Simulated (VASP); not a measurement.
# ZnS (Pmm2) in VASP: notebook

ZnS is run at these levels: r2SCAN; tasks: single point.

Everything below comes from runs of VASP 6.6.1. Logs are shortened: lines on timing, memory, paths and dates and some standing lists are left out, and cuts for length are marked.

## 1. The cell of the first run

The structure is orthorhombic, space group Pmm2 (No. 25). The conventional cell has a = 3.825 Å, b = 3.825 Å, c = 10.519 Å, α = 90.00°, β = 90.00°, γ = 90.00°. Within 2.9 Å of Zn (site symmetry mm2) lie 4 S at 2.18 to 2.34 Å. Zn (site symmetry mm2) has 4 S at 2.34 Å within 3.1 Å. Zn (site symmetry mm2) has 4 S at 2.34 Å within 3.1 Å. Within 3.1 Å of Zn (site symmetry mm2) lie 4 S at 2.34 Å. S (site symmetry mm2) has 4 Zn at 2.34 Å within 3.1 Å. Within 3.1 Å of S (site symmetry mm2) lie 4 Zn at 2.34 Å. Within 3.1 Å of S (site symmetry mm2) lie 4 Zn at 2.34 Å. Within 2.9 Å of S (site symmetry mm2) lie 4 Zn at 2.18 to 2.34 Å.

## 2. Single point, r2SCAN (the distance across one plane changed)

File POSCAR:

```
ZnS
1.0
   -2.7046500000     -2.7046500000      0.0000000000
    2.7046500000     -2.7046500000      0.0000000000
    0.0000000000      0.0000000000     10.5186000000
Zn S
4 4
Direct
    0.0000000000      0.0000000000      0.9642383492
    0.5000000000      0.5000000000      0.1928476698
    0.0000000000      0.0000000000      0.4499778963
    0.5000000000      0.5000000000      0.7071081228
    0.5000000000      0.0000000000      0.3214127831
    0.0000000000      0.5000000000      0.5785430095
    0.5000000000      0.0000000000      0.8356732360
    0.0000000000      0.5000000000      0.0642825566
```

File INCAR.step1:

```
SYSTEM = ZnS
PREC = Accurate ; ENCUT = 520
ISMEAR = 0 ; SIGMA = 0.05
LREAL = .FALSE. ; LASPH = .TRUE.
NELM = 60 ; NBANDS = 46
GGA = PE ; ALGO = Normal
EDIFF = 1E-4 ; LWAVE = .TRUE.
LCHARG = .FALSE.
```

File INCAR.step2:

```
SYSTEM = ZnS
PREC = Accurate ; ENCUT = 520
EDIFF = 1E-6 ; ISMEAR = 0
SIGMA = 0.05 ; LREAL = .FALSE.
LASPH = .TRUE. ; NELM = 60
ALGO = Normal ; ISIF = 2
LWAVE = .FALSE. ; LCHARG = .FALSE.
METAGGA = R2SCAN ; LMIXTAU = .TRUE.
NBANDS = 46 ; ISTART = 1
```

File KPOINTS:

```
Automatic mesh
0
G
  6 6 2
  0 0 0
```

Potentials or basis: VASP PAW PBE potentials, release 64 (Zn, S).

Launch:

```bash
$ cat potpaw_PBE.64/Zn/POTCAR potpaw_PBE.64/S/POTCAR > POTCAR
$ cp INCAR.step1 INCAR
$ mpirun -np 1 vasp_std > vasp.out
$ cp INCAR.step2 INCAR
$ mpirun -np 1 vasp_std > vasp.out
```

OUTCAR:

```text
SYSTEM = ZnS
   PREC = Accurate
   ENCUT = 520
   EDIFF = 1E-6
   ISMEAR = 0
   LREAL = .FALSE.
   LASPH = .TRUE.
   NELM = 60
   ISIF = 2
   METAGGA = R2SCAN
   ISTART = 1

 ion  position               nearest neighbor table
   1  0.000  0.000  0.964-   8 2.18   8 2.18   7 2.34   7 2.34
   2  0.500  0.500  0.193-   8 2.34   8 2.34   5 2.34   5 2.34
   3  0.000  0.000  0.450-   5 2.34   5 2.34   6 2.34   6 2.34
   4  0.500  0.500  0.707-   7 2.34   7 2.34   6 2.34   6 2.34
   5  0.500  0.000  0.321-   3 2.34   3 2.34   2 2.34   2 2.34
   6  0.000  0.500  0.579-   3 2.34   3 2.34   4 2.34   4 2.34
   7  0.500  0.000  0.836-   4 2.34   4 2.34   1 2.34   1 2.34
   8  0.000  0.500  0.064-   1 2.18   1 2.18   2 2.34   2 2.34

  LATTYP: Found a simple tetragonal cell.
 ALAT       =     3.8249527115
 C/A-ratio  =     2.7499947825

  Lattice vectors:

 A1 = (  -2.7046500000,  -2.7046500000,   0.0000000000)
 A2 = (   2.7046500000,  -2.7046500000,   0.0000000000)
 A3 = (   0.0000000000,   0.0000000000,  10.5186000000)

Analysis of symmetry for initial positions (statically):
=====================================================================
 Subroutine PRICEL returns:
 Original cell was already a primitive cell.

 Routine SETGRP: Setting up the symmetry group for a
 simple tetragonal supercell.

 Subroutine GETGRP returns: Found  4 space group operations
 (whereof  4 operations were pure point group operations)
 out of a pool of 16 trial point group operations.

The static configuration has the point symmetry C_2v.

Analysis of symmetry for dynamics (positions and initial velocities):
=====================================================================
 Subroutine PRICEL returns:
 Original cell was already a primitive cell.

 Routine SETGRP: Setting up the symmetry group for a
 simple tetragonal supercell.

 Subroutine GETGRP returns: Found  4 space group operations
 (whereof  4 operations were pure point group operations)
 out of a pool of 16 trial point group operations.

The dynamic configuration has the point symmetry C_2v.

 Subroutine INISYM returns: Found  4 space group operations
 (whereof  4 operations are pure point group operations),
 and found     1 'primitive' translations

----------------------------------------------------------------------------------------

                                     Primitive cell

  volume of cell :     153.8899

[... 100 lines left out ...]
   EDIFF  = 0.1E-05   stopping-criterion for ELM
   LREAL  =      F    real-space projection
   EDIFFG = 0.1E-04   stopping-criterion for IOM
   NSW    =      0    number of steps for IOM
   IBRION =     -1    ionic relax: 0-MD 1-quasi-New 2-CG
   NFREE  =      0    steps in history (QN), initial steepest desc. (CG)
   ISIF   =      2    stress and relaxation
   ISYM   =      2    0-nonsym 1-usesym 2-fastsym
   POTIM  = 0.5000    time-step for ionic-motion
   TEBEG  =    0.0;   TEEND  =   0.0 temperature during run
   PSTRESS=    0.0 pullay stress
   NELECT =      72.0000    total number of electrons
   NUPDOWN=      -1.0000    fix difference up-down
   EMIN   =  10.00;   EMAX   =-10.00  energy-range for DOS
   EFERMI =   0.00;   METHOD = LEGACY
   ISMEAR =     0;   SIGMA  =   0.05  broadening in eV -4-tet -1-fermi 0-gaus
   EFERMI_NEDOS =   21; number of points for ismear=-14 and -15
   IALGO  =     38    algorithm
   IMIX   =      4    mixing-type and parameters
     AMIX     =   0.40;   BMIX     =  1.00
     AMIX_MAG =   1.60;   BMIX_MAG =  1.00
  volume/ion in A,a.u.               =      19.24       129.81
  Fermi-wavevector in a.u.,A,eV,Ry     =   1.270912  2.401676 21.976381  1.615218
  Thomas-Fermi vector in A             =   2.403874
   LORBIT       =      0    0 simple, 1 ext, 2 COOP (PROOUT), +10 PAW based schemes
   METAGGA = R2SCAN    functional components
   LHFCALC =     F    Hartree Fock is set to
   AEXX    =    0.0000 exact exchange contribution
   IVDW    =     0    specifies the selected vdW correction
   LEPSILON=     F    determine dielectric tensor
   LRPA    =     F    only Hartree local field effects (RPA)
 non-spin polarized calculation
 Gauss-broadening in eV      SIGMA  =   0.05
  energy-cutoff  :      520.00
  volume of cell :      153.89
 maximum number of plane-waves:      4176
   NGX = 15   NGY = 15   NGZ = 39

 number of electron      71.9999955 magnetization

 Free energy of the ion-electron system (eV)
  ---------------------------------------------------
  ext. energy  EPLUGINS =         0.00000000
  ---------------------------------------------------
  free energy    TOTEN  =       -75.20880391 eV

  energy without entropy =      -75.20880391  energy(sigma->0) =      -75.20880391

 E-fermi :   2.3629     XC(G=0): -10.4114

 val. band max:        2.1308017970   @ k =   0.0000   0.0000   0.0000
 cond. band min:       4.8207739935   @ k =   0.0000   0.0000   0.0000
 fundamental gap:      2.6899721965
 Fermi energy:         2.3629375166

 k-point     1 :       0.0000    0.0000    0.0000
  band No.  band energies     occupation
      1     -11.9840      2.00000
      2     -11.2593      2.00000
      3     -10.9914      2.00000
      4     -10.3501      2.00000
      5      -4.8606      2.00000
      6      -4.8416      2.00000
[... 1165 lines left out ...]
     45       9.4929      0.00000
     46       9.6679      0.00000

 [... further k-points ...]
[... 5 lines left out ...]
  --------------------------------------------------------------------------------------
  -------------------------------------------------------------------------------------
  Total        1.6994041      1.6994041      1.8486234     -1.4168722      0.0000000      0.0000000
  in kB       17.6928245     17.6928245     19.2463753    -14.7513300      0.0000000      0.0000000
  external PRESSURE =      18.2106748 kB  Pullay stress =       0.0000000 kB

 VOLUME and BASIS-vectors are now :
 -----------------------------------------------------------------------------
  energy-cutoff  :      520.00
  volume of cell :      153.89
      direct lattice vectors                 reciprocal lattice vectors
    -2.704650000 -2.704650000  0.000000000    -0.184866803 -0.184866803  0.000000000
     2.704650000 -2.704650000  0.000000000     0.184866803 -0.184866803  0.000000000
     0.000000000  0.000000000 10.518600000     0.000000000  0.000000000  0.095069686

 POSITION                                       TOTAL-FORCE (eV/Angst)
 -----------------------------------------------------------------------------------
      0.00000      0.00000     10.14244        -0.000000      0.000000     -1.520615
      0.00000     -2.70465      2.02849         0.000000     -0.000000      0.236128
      0.00000      0.00000      4.73314        -0.000000      0.000000      0.110309
      0.00000     -2.70465      7.43779         0.000000     -0.000000      0.107674
     -1.35232     -1.35232      3.38081        -0.000000     -0.000000     -0.099700
      1.35232     -1.35232      6.08546         0.000000     -0.000000     -0.116118
     -1.35232     -1.35232      8.79011         0.000000     -0.000000     -0.425416
      1.35232     -1.35232      0.67616         0.000000     -0.000000      1.707738
 -----------------------------------------------------------------------------------
    total drift:                                0.000000     -0.000000      0.001842

  FREE ENERGIE OF THE ION-ELECTRON SYSTEM (eV)
  ---------------------------------------------------
  free  energy   TOTEN  =       -75.2088039076 eV

  energy  without entropy=      -75.2088039076  energy(sigma->0) =      -75.20880391
```

Wall time 9.3 min (1 thread of Intel Xeon Platinum 8488C (Sapphire Rapids), shared host); peak memory 0.35 GiB.

What came out:

```yaml
Free_energy: -75.2088 eV
Pressure: 1.8 GPa
Largest_force: 1.708 eV/Å
Band_gap_on_the_k_mesh: 2.69 eV
```

Forces in eV/Å, atoms in the order of the input:
```
Zn   0.000  0.000 -1.521
Zn   0.000  0.000  0.236
Zn   0.000  0.000  0.110
Zn   0.000  0.000  0.108
S    0.000  0.000 -0.100
S    0.000  0.000 -0.116
S    0.000  0.000 -0.425
S    0.000  0.000  1.708
```

Caveat: the cell differs from its parent crystal (the distance across one plane changed); the PAW data sets were made with another functional, which shifts forces and pressure a little.

## 3. Single point, r2SCAN (the distance across one plane changed)

File POSCAR:

```
ZnS
1.0
   -2.7046500000     -2.7046500000      0.0000000000
    2.7046500000     -2.7046500000      0.0000000000
    0.0000000000      0.0000000000     12.3186000000
Zn S
4 4
Direct
    0.0000000000      0.0000000000      0.8233433588
    0.5000000000      0.5000000000      0.1646686718
    0.0000000000      0.0000000000      0.3842269008
    0.5000000000      0.5000000000      0.6037851298
    0.5000000000      0.0000000000      0.2744477863
    0.0000000000      0.5000000000      0.4940060153
    0.5000000000      0.0000000000      0.7135642443
    0.0000000000      0.5000000000      0.0548895573
```

File INCAR.step1:

```
PREC = Accurate
ENCUT = 520
ISMEAR = 0
SIGMA = 0.05
LREAL = False
LASPH = True
NELM = 80
NBANDS = 46
GGA = PE
ALGO = Normal
EDIFF = 1E-4
LWAVE = True
LCHARG = False
```

File INCAR.step2:

```
PREC = Accurate
ENCUT = 520
EDIFF = 1E-6
ISMEAR = 0
SIGMA = 0.05
LREAL = False
LASPH = True
NELM = 80
ALGO = Normal
ISIF = 2
LWAVE = False
LCHARG = False
METAGGA = R2SCAN
LMIXTAU = True
NBANDS = 46
ISTART = 1
```

File KPOINTS:

```
regular mesh
0
Gamma
  6 6 2
```

Potentials or basis: VASP PAW PBE potentials, release 64 (Zn, S).

Launch:

```bash
$ cat potpaw_PBE.64/Zn/POTCAR potpaw_PBE.64/S/POTCAR > POTCAR
$ cp INCAR.step1 INCAR
$ mpirun -np 1 vasp_std > vasp.out
$ cp INCAR.step2 INCAR
$ mpirun -np 1 vasp_std > vasp.out
```

OUTCAR:

```text
PREC = Accurate
   ENCUT = 520
   EDIFF = 1E-6
   ISMEAR = 0
   LREAL = False
   LASPH = True
   NELM = 80
   ISIF = 2
   METAGGA = R2SCAN
   ISTART = 1

 ion  position               nearest neighbor table
   1  0.000  0.000  0.823-   7 2.34   7 2.34
   2  0.500  0.500  0.165-   5 2.34   8 2.34   5 2.34   8 2.34
   3  0.000  0.000  0.384-   5 2.34   6 2.34   6 2.34   5 2.34
   4  0.500  0.500  0.604-   6 2.34   7 2.34   7 2.34   6 2.34
[... 1391 lines left out ...]
  -------------------------------------------------------------------------------------
  Total       -1.2041649     -1.2041649     -7.4072468     -1.5241197      0.0000000      0.0000000
  in kB      -10.7049107    -10.7049107    -65.8497152    -13.5492780      0.0000000      0.0000000
  external PRESSURE =     -29.0865122 kB  Pullay stress =       0.0000000 kB

 VOLUME and BASIS-vectors are now :
 -----------------------------------------------------------------------------
  energy-cutoff  :      520.00
  volume of cell :      180.22
      direct lattice vectors                 reciprocal lattice vectors
    -2.704650000 -2.704650000  0.000000000    -0.184866803 -0.184866803  0.000000000
     2.704650000 -2.704650000  0.000000000     0.184866803 -0.184866803  0.000000000
     0.000000000  0.000000000 12.318600000     0.000000000  0.000000000  0.081178056

 POSITION                                       TOTAL-FORCE (eV/Angst)
 -----------------------------------------------------------------------------------
      0.00000      0.00000     10.14244         0.000000      0.000000      1.254011
      0.00000     -2.70465      2.02849         0.000000      0.000000     -1.005046
      0.00000      0.00000      4.73314         0.000000      0.000000     -0.621397
      0.00000     -2.70465      7.43779         0.000000      0.000000     -0.657262
     -1.35232     -1.35232      3.38081         0.000000      0.000000      0.645950
      1.35232     -1.35232      6.08546        -0.000000     -0.000000      0.644358
     -1.35232     -1.35232      8.79011         0.000000      0.000000      0.879047
      1.35232     -1.35232      0.67616        -0.000000     -0.000000     -1.139662
 -----------------------------------------------------------------------------------
    total drift:                                0.000000     -0.000000      0.012799

  FREE ENERGIE OF THE ION-ELECTRON SYSTEM (eV)
  ---------------------------------------------------
  free  energy   TOTEN  =       -72.6180348047 eV

  energy  without entropy=      -72.6158373302  energy(sigma->0) =      -72.61693607
```

Wall time 15 min (1 thread of Oxide Virtual Turin-like, shared host); peak memory 0.38 GiB.

Results:

```yaml
Free_energy: -72.6180 eV
Pressure: -2.9 GPa
Largest_force: 1.254 eV/Å
Band_gap_on_the_k_mesh: zero (bands 36 and 37 overlap by 0.21 eV)
```

Forces on the atoms (eV/Å):
```
Zn   0.000  0.000  1.254
Zn   0.000  0.000 -1.005
Zn   0.000  0.000 -0.621
Zn   0.000  0.000 -0.657
S    0.000  0.000  0.646
S    0.000  0.000  0.644
S    0.000  0.000  0.879
S    0.000  0.000 -1.140
```

Stress tensor (GPa, compression positive):
```
-1.07 -1.35  0.00
-1.35 -1.07  0.00
 0.00  0.00 -6.58
```

Levels at points of the mesh, in eV from the Fermi level:
```
           k point  band 34  band 35  band 36  band 37  band 38  band 39
(0.00, 0.00, 0.00)    -1.60    -0.82    -0.55    -0.20     1.82     2.13
(0.50, 0.00, 0.00)    -2.21    -1.95     0.01     0.02     1.76     3.02
(0.00, 0.50, 0.00)    -1.73    -1.64    -0.91     0.34     0.83     3.21
(0.50, 0.50, 0.00)    -2.99    -2.16    -1.80     0.43     0.69     2.39
(0.00, 0.00, 0.50)    -2.11    -0.84    -0.21     0.07     1.68     2.00
(0.50, 0.00, 0.50)    -2.44    -1.95     0.01     0.25     1.92     2.77
(0.00, 0.50, 0.50)    -1.95    -1.81    -0.91     0.55     1.09     2.83
(0.50, 0.50, 0.50)    -3.00    -2.19    -1.82     0.56     0.78     2.51
```

Caveat: the cell differs from its parent crystal (the distance across one plane changed); the stress differs along the axes, from -7 to -1 GPa; semilocal functionals underestimate gaps, and a narrow one can read as zero; the PAW data sets were made with another functional, which shifts forces and pressure a little.

(Continued in part 2 of 2.)

The gap in the log of VASP goes by the Fermi energy; the results here count the filled bands.